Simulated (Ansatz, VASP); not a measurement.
Two plane-wave programs on AlCo

```
CELL_PARAMETERS angstrom
2.81940 0.00000 0.00000
0.00000 2.81940 0.00000
0.00000 0.00000 2.81940
ATOMIC_POSITIONS crystal
Al 0.00000 0.00000 0.00000
Co 0.50000 0.50000 0.50000
```

Alike in both runs: task relaxation of cell and atoms; functional PBE; k mesh 14 × 14 × 14; occupations gaussian, width 0.1 eV; collinear spin.

```csv
,VASP,Ansatz
version,VASP 6.6.1,Ansatz 0.2.0
potentials or method,"VASP PAW PBE potentials, release 64 (Al, Co), cutoff 600 eV","scalar-relativistic, plane waves, PAW"
valence electrons in the cell,12,20
```

```csv
,VASP,Ansatz,Ansatz less VASP
"gap on the k mesh at the Fermi level, each at its own relaxed structure (eV)",none,none,-
net moment per atom (μB),0.00,0.00,0.000
relaxed volume (Å³/atom),11.59,11.60,+0.006
relaxed length of the cell vector where the two differ most in proportion (Å),2.851,2.852,+0.0005
```

A gap of «none» marks a metal or a gap that the smearing closes. VASP's potentials hold 12 valence electrons a cell and Ansatz's 20, so a difference there can come from the potentials and not from the codes. Ansatz's warnings: seeded moment not kept.
